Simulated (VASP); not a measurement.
# InAs (k07) (F-43m) in VASP: notebook

The runs below take InAs (k07) through single point, relaxation of cell and atoms, with PBEsol.

Everything below comes from runs of VASP 6.6.1. Logs are shortened: lines on timing, memory, paths and dates and some standing lists are left out, and cuts for length are marked.

## Step 1: The cell of the first run

Symmetry: F-43m, No. 216, cubic system. Conventional cell: a = 6.058 Å, b = 6.058 Å, c = 6.058 Å, α = 90.00°, β = 90.00°, γ = 90.00°. In (site symmetry -43m) has 4 As at 2.62 Å within 3.5 Å. Within 3.5 Å of As (site symmetry -43m) lie 4 In at 2.62 Å.

## Step 2: Single point, PBEsol

File INCAR:

```
SYSTEM = InAs
PREC     = Accurate       ! precision mode
ENCUT    = 520            ! plane-wave cutoff, eV
EDIFF    = 1E-7           ! SCF threshold, eV
ISMEAR   = 0              ! smearing method
SIGMA    = 0.1            ! smearing width, eV
LREAL    = .False.        ! projectors in reciprocal space
LASPH    = .True.         ! aspherical terms in the spheres
NELM     = 100            ! most SCF steps
ALGO     = Normal         ! electronic algorithm
ISIF     = 2              ! what is computed and relaxed
LWAVE    = .False.        ! write WAVECAR
LCHARG   = .False.        ! write CHGCAR
GGA      = PS             ! functional
NBANDS   = 16             ! bands
```

File KPOINTS:

```
regular mesh
0
Gamma
  6 6 6
  0 0 0
```

File POSCAR:

```
InAs
1.0
    0.0000000000      3.0290000000      3.0290000000
    3.0290000000      0.0000000000      3.0290000000
    3.0290000000      3.0290000000      0.0000000000
In As
1 1
Direct
    0.0000000000      0.0000000000      0.0000000000
    0.2500000000      0.2500000000      0.2500000000
```

Potentials or basis: VASP PAW PBE potentials, release 64 (In_d, As).

The run is started by

```
$ cat potpaw_PBE.64/In_d/POTCAR potpaw_PBE.64/As/POTCAR > POTCAR
$ mpirun -np 1 vasp_std > vasp.out
```

OUTCAR:

```text
SYSTEM = InAs
   PREC = Accurate
   ENCUT = 520
   EDIFF = 1E-7
   ISMEAR = 0
   LREAL = .False.
   LASPH = .True.
   NELM = 100
   ISIF = 2
   GGA = PS

 ion  position               nearest neighbor table
   1  0.000  0.000  0.000-   2 2.62   2 2.62   2 2.62   2 2.62
   2  0.250  0.250  0.250-   1 2.62   1 2.62   1 2.62   1 2.62

  LATTYP: Found a face centered cubic cell.
 ALAT       =     6.0580000000

  Lattice vectors:

 A1 = (   0.0000000000,   3.0290000000,   3.0290000000)
 A2 = (   3.0290000000,   0.0000000000,   3.0290000000)
 A3 = (   3.0290000000,   3.0290000000,   0.0000000000)

Analysis of symmetry for initial positions (statically):
=====================================================================
 Subroutine PRICEL returns:
 Original cell was already a primitive cell.

 Routine SETGRP: Setting up the symmetry group for a
 face centered cubic supercell.

 Subroutine GETGRP returns: Found 24 space group operations
 (whereof 24 operations were pure point group operations)
 out of a pool of 48 trial point group operations.

The static configuration has the point symmetry T_d .

Analysis of symmetry for dynamics (positions and initial velocities):
=====================================================================
 Subroutine PRICEL returns:
 Original cell was already a primitive cell.

 Routine SETGRP: Setting up the symmetry group for a
 face centered cubic supercell.

 Subroutine GETGRP returns: Found 24 space group operations
 (whereof 24 operations were pure point group operations)
 out of a pool of 48 trial point group operations.

The dynamic configuration has the point symmetry T_d .

 Subroutine INISYM returns: Found 24 space group operations
 (whereof 24 operations are pure point group operations),
 and found     1 'primitive' translations

----------------------------------------------------------------------------------------

                                     Primitive cell

  volume of cell :      55.5812

  direct lattice vectors                    reciprocal lattice vectors
     0.000000000  3.029000000  3.029000000    -0.165070981  0.165070981  0.165070981
     3.029000000  0.000000000  3.029000000     0.165070981 -0.165070981  0.165070981
     3.029000000  3.029000000  0.000000000     0.165070981  0.165070981 -0.165070981

  length of vectors
     4.283652880  4.283652880  4.283652880     0.285911325  0.285911325  0.285911325

  position of ions in fractional coordinates (direct lattice)
     0.000000000  0.000000000  0.000000000
     0.250000000  0.250000000  0.250000000

  ion indices of the primitive-cell ions
   primitive index   ion index
                 1           1
                 2           2

----------------------------------------------------------------------------------------

 KPOINTS: regular mesh

Automatic generation of k-mesh.
 Grid dimensions read from file:
 generate k-points for:    6    6    6

 Generating k-lattice:

  Cartesian coordinates                     Fractional coordinates (reciprocal lattice)
    -0.027511830  0.027511830  0.027511830     0.166666667  0.000000000  0.000000000
     0.027511830 -0.027511830  0.027511830     0.000000000  0.166666667  0.000000000
     0.027511830  0.027511830 -0.027511830     0.000000000  0.000000000  0.166666667

  Length of vectors
     0.047651888  0.047651888  0.047651888

  Shift w.r.t. Gamma in fractional coordinates (k-lattice)
     0.000000000  0.000000000  0.000000000

 Subroutine IBZKPT returns following result:
 ===========================================

 Found     16 irreducible k-points:

 Following reciprocal coordinates:
            Coordinates               Weight
  0.000000  0.000000  0.000000      1.000000
  0.166667  0.000000  0.000000      8.000000
  0.333333  0.000000  0.000000      8.000000
  0.500000  0.000000  0.000000      4.000000
  0.166667  0.166667  0.000000      6.000000
  0.333333  0.166667  0.000000     24.000000
[... 8 lines left out ...]
 -0.333333  0.333333  0.166667     24.000000
 -0.333333  0.500000  0.166667     12.000000
   k-points           NKPTS =     16   k-points in BZ     NKDIM =     16   number of bands    NBANDS=     16
   number of dos      NEDOS =    301   number of ions     NIONS =      2
   total plane-waves  NPLWV =  32768
   dimension x,y,z NGX =    32 NGY =   32 NGZ =   32
   dimension x,y,z NGXF=    64 NGYF=   64 NGZF=   64
   ions per type =               1   1
   NGX,Y,Z   is equivalent  to a cutoff of  12.42, 12.42, 12.42 a.u.
   NGXF,Y,Z  is equivalent  to a cutoff of  24.84, 24.84, 24.84 a.u.
 SYSTEM =  InAs
   PREC   = accura    normal or accurate (medium, high low for compatibility)
   ISTART =      0    job   : 0-new  1-cont  2-samecut
   ICHARG =      2    charge: 1-file 2-atom 10-const
   ISPIN  =      1    spin polarized calculation?
   LNONCOLLINEAR =      F non collinear calculations
   LSORBIT =      F    spin-orbit coupling
   LASPH  =      T    aspherical Exc in radial PAW
[... 122 lines left out ...]
      4      -9.8902      2.00000
      5      -9.8677      2.00000
      6      -6.5849      2.00000
[... 8 lines left out ...]
     15      14.2499      0.00000
     16      14.4012      0.00000

 k-point     7 :       0.5000    0.1667    0.0000
  band No.  band energies     occupation
      1     -10.1372      2.00000
      2      -9.9654      2.00000
      3      -9.9584      2.00000
      4      -9.8825      2.00000
      5      -9.8679      2.00000
      6      -5.9532      2.00000
[... 8 lines left out ...]
     15      14.6105      0.00000
     16      15.1135      0.00000

 k-point     8 :      -0.3333    0.1667    0.0000
  band No.  band energies     occupation
      1     -10.1258      2.00000
      2      -9.9676      2.00000
      3      -9.9648      2.00000
      4      -9.8774      2.00000
      5      -9.8744      2.00000
      6      -6.1246      2.00000
[... 8 lines left out ...]
     15      13.5812      0.00000
     16      14.9154      0.00000

 k-point     9 :      -0.1667    0.1667    0.0000
  band No.  band energies     occupation
      1     -10.0805      2.00000
      2      -9.9825      2.00000
      3      -9.9771      2.00000
      4      -9.8825      2.00000
      5      -9.8738      2.00000
      6      -6.8195      2.00000
[... 8 lines left out ...]
     15      13.3734      0.00000
     16      14.2503      0.00000

 k-point    10 :       0.3333    0.3333    0.0000
  band No.  band energies     occupation
      1     -10.1480      2.00000
      2      -9.9432      2.00000
      3      -9.9432      2.00000
      4      -9.9060      2.00000
      5      -9.8611      2.00000
      6      -6.2121      2.00000
[... 8 lines left out ...]
     15      15.0939      0.00000
     16      16.5032      0.00000

 k-point    11 :       0.5000    0.3333    0.0000
  band No.  band energies     occupation
      1     -10.1679      2.00000
      2      -9.9401      2.00000
      3      -9.9332      2.00000
      4      -9.9048      2.00000
      5      -9.8609      2.00000
      6      -5.6889      2.00000
[... 8 lines left out ...]
     15      15.5017      0.00000
     16      16.1299      0.00000

 k-point    12 :      -0.3333    0.3333    0.0000
  band No.  band energies     occupation
      1     -10.1542      2.00000
      2      -9.9545      2.00000
      3      -9.9419      2.00000
      4      -9.8896      2.00000
      5      -9.8713      2.00000
      6      -5.6405      2.00000
[... 8 lines left out ...]
     15      13.4669      0.00000
     16      16.9049      0.00000

 k-point    13 :       0.5000    0.5000    0.0000
  band No.  band energies     occupation
      1     -10.1869      2.00000
      2      -9.9223      2.00000
      3      -9.9223      2.00000
      4      -9.9169      2.00000
      5      -9.8554      2.00000
      6      -5.5184      2.00000
[... 8 lines left out ...]
     15      15.7962      0.00000
     16      16.4602      0.00000

 k-point    14 :       0.5000    0.3333    0.1667
  band No.  band energies     occupation
      1     -10.1412      2.00000
      2      -9.9595      2.00000
      3      -9.9471      2.00000
      4      -9.8934      2.00000
      5      -9.8668      2.00000
      6      -6.0133      2.00000
[... 8 lines left out ...]
     15      14.8330      0.00000
     16      16.1892      0.00000

 k-point    15 :      -0.3333    0.3333    0.1667
  band No.  band energies     occupation
      1     -10.1537      2.00000
      2      -9.9591      2.00000
      3      -9.9389      2.00000
      4      -9.8892      2.00000
      5      -9.8706      2.00000
      6      -5.6400      2.00000
[... 8 lines left out ...]
     15      15.0592      0.00000
     16      16.0357      0.00000

 k-point    16 :      -0.3333    0.5000    0.1667
  band No.  band energies     occupation
      1     -10.1699      2.00000
      2      -9.9456      2.00000
      3      -9.9285      2.00000
      4      -9.9002      2.00000
      5      -9.8648      2.00000
      6      -5.4796      2.00000
[... 8 lines left out ...]
     15      15.8927      0.00000
     16      16.0546      0.00000

------------------------ aborting loop because EDIFF is reached ----------------------------------------

  FORCE on cell =-STRESS in cart. coord.  units (eV):
  Direction    XX          YY          ZZ          XY          YZ          ZX
  --------------------------------------------------------------------------------------
  -------------------------------------------------------------------------------------
  Total        0.3470841      0.3470841      0.3470841      0.0000000     -0.0000000      0.0000000
  in kB       10.0050098     10.0050098     10.0050098      0.0000000     -0.0000000      0.0000000
  external PRESSURE =      10.0050098 kB  Pullay stress =       0.0000000 kB

 VOLUME and BASIS-vectors are now :
 -----------------------------------------------------------------------------
  energy-cutoff  :      520.00
  volume of cell :       55.58
      direct lattice vectors                 reciprocal lattice vectors
     0.000000000  3.029000000  3.029000000    -0.165070981  0.165070981  0.165070981
     3.029000000  0.000000000  3.029000000     0.165070981 -0.165070981  0.165070981
     3.029000000  3.029000000  0.000000000     0.165070981  0.165070981 -0.165070981

 POSITION                                       TOTAL-FORCE (eV/Angst)
 -----------------------------------------------------------------------------------
      0.00000      0.00000      0.00000         0.000000      0.000000      0.000000
      1.51450      1.51450      1.51450        -0.000000     -0.000000     -0.000000
 -----------------------------------------------------------------------------------
    total drift:                               -0.000000     -0.000000     -0.000000

  FREE ENERGIE OF THE ION-ELECTRON SYSTEM (eV)
  ---------------------------------------------------
  free  energy   TOTEN  =        -8.4685019348 eV

  energy  without entropy=       -8.4677877308  energy(sigma->0) =       -8.46814483
```

It took 21 s on 1 thread of AMD EPYC 7R43 (Zen 3), shared host; peak memory 0.13 GiB.

Results:

- Free energy: -8.4685 eV
- Pressure: 1.0 GPa
- Band gap on the k mesh: zero (filled and empty bands touch)

Caveat: the PAW data sets were made with another functional, which shifts forces and pressure a little; spin-orbit coupling is left out, which moves the levels of the heavy elements.

## Step 3: Single point, PBEsol

This run uses another cell than the first one, of 28.20 Å³/atom, 1.015 times its volume.

File INCAR:

```
PREC     = Accurate       # precision mode
ENCUT    = 520            # plane-wave cutoff, eV
EDIFF    = 1E-6           # SCF threshold, eV
ISMEAR   = 0              # smearing method
SIGMA    = 0.1            # smearing width, eV
LREAL    = False          # projectors in reciprocal space
LASPH    = True           # aspherical terms in the spheres
NELM     = 80             # most SCF steps
ALGO     = Normal         # electronic algorithm
ISIF     = 2              # what is computed and relaxed
LWAVE    = False          # write WAVECAR
LCHARG   = True           # write CHGCAR
GGA      = PS             # functional
LELF     = True           # ELF
LVHAR    = True         
NBANDS   = 16             # bands
```

File KPOINTS:

```
Automatic mesh
0
Gamma
  16 16 16
```

File POSCAR:

```
InAs
1.0
    0.0000000000      3.0437827740      3.0437827740
    3.0437827740      0.0000000000      3.0437827740
    3.0437827740      3.0437827740      0.0000000000
In As
1 1
Direct
    0.0000000000      0.0000000000      0.0000000000
    0.2500000000      0.2500000000      0.2500000000
```

Potentials or basis: VASP PAW PBE potentials, release 64 (In_d, As).

The run is started by

```
$ cat potpaw_PBE.64/In_d/POTCAR potpaw_PBE.64/As/POTCAR > POTCAR
$ mpirun -np 1 vasp_std > vasp.out
```

Wall time 2 min (1 thread of AMD EPYC 7R43 (Zen 3), shared host); peak memory 0.25 GiB.

It converged, with:

```yaml
Free_energy: -8.4910 eV
Pressure: 0.1 GPa
Band_gap_on_the_k_mesh: zero (filled and empty bands touch)
```

Levels at points of the mesh, in eV from the Fermi level:
```tsv
k point	band 6	band 7	band 8	band 9	band 10	band 11	band 12	band 13
(0.00, 0.00, 0.00)	-11.85	-0.47	-0.09	-0.09	-0.09	3.76	3.76	3.76
(0.50, 0.00, 0.00)	-10.43	-5.80	-1.06	-1.06	0.74	4.52	4.52	6.60
(0.50, 0.50, 0.00)	-9.90	-5.88	-2.37	-2.37	1.39	1.89	8.86	8.99
```

Caveat: the PAW data sets were made with another functional, which shifts forces and pressure a little; spin-orbit coupling is left out, which moves the levels of the heavy elements.

## Step 4: Single point, PBEsol

This run uses another cell than the first one, of 28.20 Å³/atom, 1.015 times its volume.

File INCAR:

```
ALGO = Normal
EDIFF = 1E-7
ENCUT = 520
GGA = PS
ISIF = 2
ISMEAR = 0
LASPH = T
LCHARG = F
LREAL = F
LWAVE = F
NBANDS = 16
NELM = 100
PREC = Accurate
SIGMA = 0.01
```

File KPOINTS:

```
k-points
0
Gamma
  16 16 16
```

POSCAR is that of step 3.

The run is started by

```
$ cat potpaw_PBE.64/In_d/POTCAR potpaw_PBE.64/As/POTCAR > POTCAR
$ mpirun -np 1 vasp_std > vasp.out
```

Run time: 2.5 min. Hardware: 1 thread of AMD EPYC 7R43 (Zen 3), shared host; peak memory 0.24 GiB.

It converged, with:

- Free energy: -8.4909 eV
- Pressure: 0.1 GPa
- Band gap on the k mesh: zero (filled and empty bands touch)

Levels at points of the mesh, in eV from the Fermi level:
| k point | band 6 | band 7 | band 8 | band 9 | band 10 | band 11 | band 12 | band 13 |
| --- | --- | --- | --- | --- | --- | --- | --- | --- |
| (0.00, 0.00, 0.00) | -11.76 | -0.39 | 0.00 | 0.00 | 0.00 | 3.84 | 3.84 | 3.84 |
| (0.50, 0.00, 0.00) | -10.34 | -5.72 | -0.97 | -0.97 | 0.83 | 4.61 | 4.61 | 6.69 |
| (0.50, 0.50, 0.00) | -9.82 | -5.80 | -2.28 | -2.28 | 1.47 | 1.97 | 8.94 | 9.08 |

Caveat: the PAW data sets were made with another functional, which shifts forces and pressure a little; spin-orbit coupling is left out, which moves the levels of the heavy elements.

## Step 5: Relaxation of cell and atoms, PBEsol

File INCAR:

```
SYSTEM = InAs
PREC = Accurate ; ENCUT = 600
EDIFF = 1E-6 ; ISMEAR = 0
SIGMA = 0.1 ; LREAL = .FALSE.
LASPH = .TRUE. ; NELM = 60
ALGO = Normal ; ISIF = 3
LWAVE = .FALSE. ; LCHARG = .FALSE.
GGA = PS ; IBRION = 2
NSW = 100 ; EDIFFG = -0.002
```

File KPOINTS:

```
regular mesh
0
G
  16 16 16
  0 0 0
```

File POSCAR:

```
InAs
1.0
    0.0000000000      3.0290000000      3.0290000000
    3.0290000000      0.0000000000      3.0290000000
    3.0290000000      3.0290000000      0.0000000000
In As
1 1
Direct
    0.0000000000      0.0000000000      0.0000000000
    0.2500000000      0.2500000000      0.2500000000
```

The run is started by

```
$ cat potpaw_PBE.64/In_d/POTCAR potpaw_PBE.64/As/POTCAR > POTCAR
$ mpirun -np 1 vasp_std > vasp.out
```

It took 10 min on 1 thread of AMD EPYC 7R43 (Zen 3), shared host; peak memory 0.27 GiB.

It converged, with:

```yaml
Free_energy: -8.4912 eV
Relaxed_volume: 28.25 Å³/atom
Relaxed_cell: a = 4.307 Å, b = 4.307 Å, c = 4.307 Å, α = 60.00°, β = 60.00°, γ = 60.00°
Space_group_after_relaxing_to_0.05_Å: F-43m (No. 216)
Energy_gained_by_relaxing: 1.3 meV/atom
Ionic_steps: 16
Pressure_after_relaxing: 0.0 GPa
Band_gap_on_the_k_mesh: zero (filled and empty bands touch)
```

The path:
```
step  energy change (eV)  largest force (eV/Å)  pressure (GPa)  volume (Å³)
   1              0.0000                0.0000            0.94        55.58
   2             -0.0021                0.0000           -0.36        56.90
   3             -0.0026                0.0000           -0.02        56.49
   4             -0.0026                0.0000            0.02        56.47
   5             -0.0026                0.0000            0.02        56.47
   6             -0.0026                0.0000            0.02        56.47
   7             -0.0026                0.0000            0.02        56.47
   8             -0.0026                0.0000            0.02        56.47
   9             -0.0026                0.0000            0.02        56.47
  10             -0.0026                0.0000            0.02        56.47
  11             -0.0026                0.0000            0.02        56.47
  12             -0.0026                0.0000            0.02        56.47
  13             -0.0026                0.0000            0.02        56.48
  14             -0.0026                0.0000            0.02        56.48
  15             -0.0026                0.0000            0.03        56.48
  16             -0.0026                0.0000           -0.01        56.49
```

Final structure:
```
In As
1.0
     0.00000    3.04544    3.04544
     3.04544    0.00000    3.04544
     3.04544    3.04544    0.00000
In As
1 1
Direct
  0.00000 0.00000 0.00000
  0.25000 0.25000 0.25000
```

Levels at points of the mesh, in eV from the Fermi level:
```tsv
k point	band 6	band 7	band 8	band 9	band 10	band 11	band 12	band 13
(0.00, 0.00, 0.00)	-11.84	-0.48	-0.09	-0.09	-0.09	3.76	3.76	3.76
(0.50, 0.00, 0.00)	-10.42	-5.79	-1.05	-1.05	0.74	4.52	4.52	6.60
(0.50, 0.50, 0.00)	-9.90	-5.88	-2.36	-2.36	1.39	1.89	8.85	8.98
```

Caveat: the PAW data sets were made with another functional, which shifts forces and pressure a little; spin-orbit coupling is left out, which moves the levels of the heavy elements.

## Step 6: Overview

| task | cell | k mesh | cutoff (eV) | smearing | gap on the mesh (eV) | pressure (GPa) |
| --- | --- | --- | --- | --- | --- | --- |
| single point | a = 4.284 Å, angles 60.0°, 2 atoms | 6 × 6 × 6 | 520 | gaussian 0.1 eV | none | 1.0 |
| single point | a = 4.305 Å, angles 60.0°, 2 atoms | 16 × 16 × 16 | 520 | gaussian 0.1 eV | none | 0.1 |
| single point | a = 4.305 Å, angles 60.0°, 2 atoms | 16 × 16 × 16 | 520 | gaussian 0.01 eV | none | 0.1 |
| relaxation of cell and atoms | relaxed from a = 4.284 Å, angles 60.0°, 2 atoms | 16 × 16 × 16 | 600 | gaussian 0.1 eV | none | 0.0 |

Alike in all rows: level PBEsol; potentials or basis VASP PAW PBE potentials, release 64 (In_d, As); no spin polarisation.

Caveats: the PAW data sets were made with another functional, which shifts forces and pressure a little; spin-orbit coupling is left out, which moves the levels of the heavy elements.

Absolute energies hang on the potentials; compare differences alone.
